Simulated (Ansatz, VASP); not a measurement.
Zn: VASP beside Ansatz

```xyz
1
Lattice="0.0000 1.9642 1.9642 1.9642 0.0000 1.9642 1.9642 1.9642 0.0000" Properties=species:S:1:pos:R:3 pbc="T T T"
Zn    0.0000    0.0000    0.0000
```

Alike in both runs: functional PBE; k mesh 18 × 18 × 18; occupations gaussian, width 0.1 eV; no spin polarisation.

Ansatz relaxed the structure, and its values are those at the end. VASP's run is a single point on that final structure, the one shown.

|  | VASP | Ansatz |
| --- | --- | --- |
| version | VASP 6.6.1 | Ansatz 0.2.0 |
| potentials or method | VASP PAW PBE potentials, release 64 (Zn), cutoff 520 eV | scalar-relativistic, plane waves, PAW |
| valence electrons in the cell | 12 | 12 |

Ansatz gave:

- gap on the k mesh at the Fermi level (eV): none
- pressure (GPa): 0.0

Task: Estimate VASP's values.

Result: gap on the k mesh at the Fermi level (eV): none; pressure (GPa): 0.3.

A gap of «none» marks a metal or a gap that the smearing closes. With one functional, cell and mesh, what is left measures potentials, basis and numerics.
